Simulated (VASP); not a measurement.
# PbS (Fm-3m) in VASP: further runs, part 2 of 2

VASP 6.6.1. Earlier steps stand in the parts before.

**3. Single point, PBEsol-based global hybrid with 25 % exact exchange**

This run uses another cell than the first one, of 25.62 Å³/atom.

POSCAR

```
PbS
1.0
    0.0000000000      2.9478703569      2.9478703569
    2.9478703569      0.0000000000      2.9478703569
    2.9478703569      2.9478703569      0.0000000000
Pb S
1 1
Direct
    0.0000000000      0.0000000000      0.0000000000
    0.5000000000      0.5000000000      0.5000000000
```

INCAR.step1

```
SYSTEM = PbS
ALGO     = Normal         ! electronic algorithm
EDIFF    = 1E-5           ! SCF threshold, eV
ENCUT    = 520            ! plane-wave cutoff, eV
GGA      = PE             ! functional
ISIF     = 2              ! what is computed and relaxed
ISMEAR   = 0              ! smearing method
LASPH    = .True.         ! aspherical terms in the spheres
LCHARG   = .False.        ! write CHGCAR
LREAL    = .False.        ! projectors in reciprocal space
LWAVE    = .True.         ! write WAVECAR
NBANDS   = 17             ! bands
NELM     = 100            ! most SCF steps
PREC     = Accurate       ! precision mode
SIGMA    = 0.01           ! smearing width, eV
```

INCAR.step2

```
SYSTEM = PbS
AEXX     = 0.25           ! exact-exchange fraction
ALGO     = Normal         ! electronic algorithm
EDIFF    = 1E-6           ! SCF threshold, eV
ENCUT    = 520            ! plane-wave cutoff, eV
GGA      = PS             ! functional
ISIF     = 2              ! what is computed and relaxed
ISMEAR   = 0              ! smearing method
ISTART   = 1            
LASPH    = .True.         ! aspherical terms in the spheres
LCHARG   = .False.        ! write CHGCAR
LHFCALC  = .True.         ! exact exchange
LREAL    = .False.        ! projectors in reciprocal space
LWAVE    = .False.        ! write WAVECAR
NBANDS   = 17             ! bands
NELM     = 100            ! most SCF steps
PREC     = Accurate       ! precision mode
PRECFOCK = Normal       
SIGMA    = 0.01           ! smearing width, eV
```

KPOINTS

```
k-points
0
Gamma
  5 5 5
  0 0 0
```

Potentials or basis: VASP PAW PBE potentials, release 64 (Pb_d, S).

The run is started by

```bash
> cat potpaw_PBE.64/Pb_d/POTCAR potpaw_PBE.64/S/POTCAR > POTCAR
> cp INCAR.step1 INCAR
> mpirun -np 1 vasp_std > vasp.out
> cp INCAR.step2 INCAR
> mpirun -np 1 vasp_std > vasp.out
```

It took 33 min on 1 thread of Intel Xeon 8259CL, shared host; peak memory 0.2 GiB.

Results (log left out):

```yaml
Free_energy: -11.9440 eV
Pressure: -0.2 GPa
```

Levels at points of the mesh, in eV from the Fermi level:
```
           k point  band 7  band 8  band 9  band 10  band 11  band 12  band 13  band 14
(0.00, 0.00, 0.00)   -6.23   -2.44   -2.44    -2.44     7.01     7.01     7.01     8.28
```

Caveat: this odd mesh misses L, so gap, dielectric constants and Born charges aren't listed; the PAW data sets were made with another functional, which shifts forces and pressure a little; spin-orbit coupling is left out, which moves the levels of the heavy elements.

**4. Single point, PBE-based screened hybrid with 30 % exact exchange**

This run uses another cell than the first one, of 26.09 Å³/atom.

POSCAR

```
PbS
1.0
    0.0000000000      2.9657500000      2.9657500000
    2.9657500000      0.0000000000      2.9657500000
    2.9657500000      2.9657500000      0.0000000000
Pb S
1 1
Direct
    0.0000000000      0.0000000000      0.0000000000
    0.5000000000      0.5000000000      0.5000000000
```

INCAR.step1

```
  PREC = Accurate
  ENCUT = 520
  EDIFF = 1E-5
  ISMEAR = -1
  SIGMA = 0.05
  LREAL = False
  LASPH = True
  NELM = 80
  ALGO = Normal
  ISIF = 2
  LWAVE = True
  NBANDS = 17
  GGA = PE
```

INCAR.step2

```
  PREC = Accurate
  ENCUT = 520
  EDIFF = 1E-6
  ISMEAR = -1
  SIGMA = 0.05
  LREAL = False
  LASPH = True
  NELM = 80
  ALGO = Normal
  ISIF = 2
  LWAVE = False
  LCHARG = True
  GGA = PE
  LHFCALC = True
  AEXX = 0.3
  HFSCREEN = 0.2
  PRECFOCK = Normal
  LELF = True
  LVHAR = True
  NBANDS = 17
  ISTART = 1
```

KPOINTS

```
regular mesh
0
Gamma
  4 4 4
```

The run is started by

```bash
> cat potpaw_PBE.64/Pb_d/POTCAR potpaw_PBE.64/S/POTCAR > POTCAR
> cp INCAR.step1 INCAR
> mpirun -np 1 vasp_std > vasp.out
> cp INCAR.step2 INCAR
> mpirun -np 1 vasp_std > vasp.out
```

Wall time 18 min (1 thread of Intel Xeon 8259CL, shared host); peak memory 0.26 GiB.

The run converged. Its results:

```
Free energy            : -10.7705 eV
Pressure               : 0.9 GPa
Band gap on the k mesh : 0.91 eV
```

Levels at points of the mesh, in eV from the valence-band top:
```tsv
k point	band 8	band 9	band 10	band 11	band 12	band 13
(0.00, 0.00, 0.00)	-2.63	-2.63	-2.63	6.24	6.24	6.24
(0.50, 0.00, 0.00)	-2.22	-2.22	0.00	0.91	2.61	2.61
(0.50, 0.50, 0.00)	-6.00	-4.04	-4.04	4.48	6.68	6.78
```

Caveat: the k points lie up to 0.46 Å⁻¹ apart; the PAW data sets were made with another functional, which shifts forces and pressure a little; spin-orbit coupling is left out, which moves the levels of the heavy elements.

**5. Single point, PBE-based screened hybrid with 40 % exact exchange**

This run uses another cell than the first one, of 26.09 Å³/atom.

POSCAR is that of step 4.

INCAR.step1

```
SYSTEM = PbS
PREC = Accurate
ENCUT = 520
EDIFF = 1E-5
ISMEAR = -1
SIGMA = 0.05
LREAL = .FALSE.
LASPH = .TRUE.
NELM = 100
ALGO = Normal
ISIF = 2
LWAVE = .TRUE.
NBANDS = 17
GGA = PE
```

INCAR.step2

```
SYSTEM = PbS
PREC = Accurate
ENCUT = 520
EDIFF = 1E-7
ISMEAR = -1
SIGMA = 0.05
LREAL = .FALSE.
LASPH = .TRUE.
NELM = 100
ALGO = Normal
ISIF = 2
LWAVE = .FALSE.
LCHARG = .TRUE.
GGA = PE
LHFCALC = .TRUE.
AEXX = 0.4
HFSCREEN = 0.2
PRECFOCK = Normal
LELF = .TRUE.
LVHAR = .TRUE.
NBANDS = 17
ISTART = 1
```

KPOINTS

```
Automatic mesh
0
G
  4 4 4
  0 0 0
```

Potentials or basis: VASP PAW PBE potentials, release 64 (Pb_d, S).

The run is started by

```bash
> cat potpaw_PBE.64/Pb_d/POTCAR potpaw_PBE.64/S/POTCAR > POTCAR
> cp INCAR.step1 INCAR
> mpirun -np 1 vasp_std > vasp.out
> cp INCAR.step2 INCAR
> mpirun -np 1 vasp_std > vasp.out
```

OUTCAR:

```text
SYSTEM = PbS
   PREC = Accurate
   ENCUT = 520
   EDIFF = 1E-7
   ISMEAR = -1
   LREAL = .FALSE.
   LASPH = .TRUE.
   NELM = 100
   ISIF = 2
   GGA = PE
   LHFCALC = .TRUE.
   AEXX = 0.4
   HFSCREEN = 0.2
   PRECFOCK = Normal
   ISTART = 1

 ion  position               nearest neighbor table
   1  0.000  0.000  0.000-   2 2.97   2 2.97   2 2.97   2 2.97   2 2.97   2 2.97
   2  0.500  0.500  0.500-   1 2.97   1 2.97   1 2.97   1 2.97   1 2.97   1 2.97

  LATTYP: Found a face centered cubic cell.
[... 340 lines left out ...]

  FORCE on cell =-STRESS in cart. coord.  units (eV):
  Direction    XX          YY          ZZ          XY          YZ          ZX
  --------------------------------------------------------------------------------------
  -------------------------------------------------------------------------------------
  Total        0.1766312      0.1766312      0.1766312     -0.0000000     -0.0000000      0.0000000
  in kB        5.4243089      5.4243089      5.4243089     -0.0000000     -0.0000000      0.0000000
  external PRESSURE =       5.4243089 kB  Pullay stress =       0.0000000 kB

 VOLUME and BASIS-vectors are now :
 -----------------------------------------------------------------------------
  energy-cutoff  :      520.00
  volume of cell :       52.17
      direct lattice vectors                 reciprocal lattice vectors
     0.000000000  2.965750000  2.965750000    -0.168591419  0.168591419  0.168591419
     2.965750000  0.000000000  2.965750000     0.168591419 -0.168591419  0.168591419
     2.965750000  2.965750000  0.000000000     0.168591419  0.168591419 -0.168591419

 POSITION                                       TOTAL-FORCE (eV/Angst)
 -----------------------------------------------------------------------------------
      0.00000      0.00000      0.00000        -0.000000     -0.000000      0.000000
      2.96575      2.96575      2.96575         0.000000      0.000000     -0.000000
 -----------------------------------------------------------------------------------
    total drift:                               -0.000000     -0.000000     -0.000000

  FREE ENERGIE OF THE ION-ELECTRON SYSTEM (eV)
  ---------------------------------------------------
  free  energy   TOTEN  =       -11.4785702884 eV

  energy  without entropy=      -11.4785681445  energy(sigma->0) =      -11.47856922
```

It took 23 min on 1 thread of Intel Xeon 8259CL, shared host; peak memory 0.26 GiB.

What came out:

| Quantity | Value |
| --- | --- |
| Free energy | -11.4786 eV |
| Pressure | 0.5 GPa |
| Band gap on the k mesh | 1.12 eV |

Caveat: the k points lie up to 0.46 Å⁻¹ apart; the PAW data sets were made with another functional, which shifts forces and pressure a little; spin-orbit coupling is left out, which moves the levels of the heavy elements.

**6. Summary**

```csv
task,level,cell,k mesh,cutoff (eV),smearing,tolerance level,purpose,passes,dipole correction,grid for exact exchange (PRECFOCK),gap on the mesh (eV),pressure (GPa)
relaxation of cell and atoms,r2SCAN,"relaxed from a = 4.123 Å, angles 60.0°, 2 atoms",8 × 8 × 8,690,gaussian 0.03 eV,tight,cell,3,-,-,0.70,0.0
single point,PBEsol-based global hybrid with 25 % exact exchange,"a = 4.169 Å, angles 60.0°, 2 atoms",5 × 5 × 5,520,gaussian 0.01 eV,-,-,-,no,Normal,-,-0.2
single point,PBE-based screened hybrid with 30 % exact exchange,"a = 4.194 Å, angles 60.0°, 2 atoms",4 × 4 × 4,520,fermi-dirac 0.05 eV,-,-,-,no,Normal,0.91,0.9
single point,PBE-based screened hybrid with 40 % exact exchange,"a = 4.194 Å, angles 60.0°, 2 atoms",4 × 4 × 4,520,fermi-dirac 0.05 eV,-,-,-,no,Normal,1.12,0.5
```

Alike in all rows: potentials or basis VASP PAW PBE potentials, release 64 (Pb_d, S); no spin polarisation.

Caveats: some runs use coarse meshes; the PAW data sets were made with another functional, which shifts forces and pressure a little; spin-orbit coupling is left out, which moves the levels of the heavy elements.

Total energies depend on the potentials used, so only differences within one code and one set of settings carry meaning.
